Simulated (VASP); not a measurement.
Here is a VASP 6.6.1 calculation.

File INCAR:

```
SYSTEM = Ge
PREC = Accurate
ENCUT = 520
EDIFF = 1E-6
ISMEAR = -1
SIGMA = 0.05
LREAL = .FALSE.
LASPH = .TRUE.
NELM = 100
ALGO = Normal
ISIF = 2
LWAVE = .FALSE.
LCHARG = .FALSE.
GGA = PE
NBANDS = 21
```

The input KPOINTS:

```
Automatic mesh
0
G
  10 10 10
  0 0 0
```

Contents of POSCAR:

```
Ge
1.0
    0.0000000000      2.8381679760      2.8381679760
    2.8381679760      0.0000000000      2.8381679760
    2.8381679760      2.8381679760      0.0000000000
Ge
2
Direct
    0.5000000000      0.5000000000      0.5000000000
    0.7500000000      0.7500000000      0.7500000000
```

Potentials or basis: VASP PAW PBE potentials, release 64 (Ge_d).

Command:

```sh
$ cat potpaw_PBE.64/Ge_d/POTCAR > POTCAR
$ mpirun -np 1 vasp_std > vasp.out
```

Problem. What does it give for the band gap on the k mesh?

Solution. Zero (filled and empty bands touch).

Problem. Estimate the pressure.

Solution. 2.8 GPa.
